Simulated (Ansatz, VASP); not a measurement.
# Hf in VASP and in Ansatz

File INCAR:

```
PREC = Accurate ; ENCUT = 520
EDIFF = 1E-7 ; ISMEAR = -1
SIGMA = 0.03 ; LREAL = False
LASPH = True ; NELM = 60
ALGO = Normal ; ISIF = 2
LWAVE = False ; LCHARG = False
GGA = PS ; NBANDS = 11
```

File KPOINTS:

```
Automatic mesh
0
Gamma
  16 16 16
```

File POSCAR:

```
Hf
1.0
    0.0222000000      2.2311000000      2.2311000000
    2.2311000000      0.0222000000      2.2311000000
    2.2311000000      2.2311000000      0.0222000000
Hf
1
Direct
    0.0000000000      0.0000000000      0.0000000000
```

Input for Ansatz:

```yaml
crystal:
  lattice:
    - [0.0222, 2.2311, 2.2311]
    - [2.2311, 0.0222, 2.2311]
    - [2.2311, 2.2311, 0.0222]
  atoms:
    - { symbol: Hf, position: [0.0, 0.0, 0.0] }
kpoints:
  mp_grid: { grid: [16, 16, 16] }
  band_path:
    path:
      - [0.0, 0.0, 0.0]
      - [0.5, 0.5, 0.5]
      - [0.247543133, 0.5, 0.752456867]
      - [-0.247543133, 0.247543133, 0.5]
      - [0.0, 0.0, 0.5]
      - [0.0, 0.0, 0.0]
      - [-0.3737715665, 0.0, 0.3737715665]
      - [0.0, 0.3737715665, 0.6262284335]
      - [0.0, 0.5, 0.5]
    npoints: 5
scf:
  occupations: { method: fermi_dirac, width: 0.03 }
hamiltonian:
  xc: pbesol
  pseudopotentials: { kind: all_electron, lapw: { basis_error: 0.00025 } }
output:
  forces: true
  stress: true
  eigenvalues: true
```

Change from the starting cell: equal xy, yz and zx shear strains of +1 %.

Alike in both runs: task single point; functional PBEsol; k mesh 16 × 16 × 16; occupations fermi-dirac, width 0.03 eV; no spin polarisation.

|  | VASP | Ansatz |
| --- | --- | --- |
| version | VASP 6.6.1 | Ansatz 0.2.0 |
| potentials or method | VASP PAW PBE potentials, release 64 (Hf_pv), cutoff 520 eV | all-electron LAPW, scalar-relativistic |

```tsv
	VASP	Ansatz	Ansatz less VASP
pressure (GPa)	-2.0	-1.6	+0.43
traceless stress, the component that is largest in VASP (GPa)	-0.59	-0.59	+0.001
```

VASP's potentials were made for PBE, not for PBEsol. Ansatz ran all-electron here, and VASP with PAW potentials.

Neither program's run includes spin-orbit coupling.
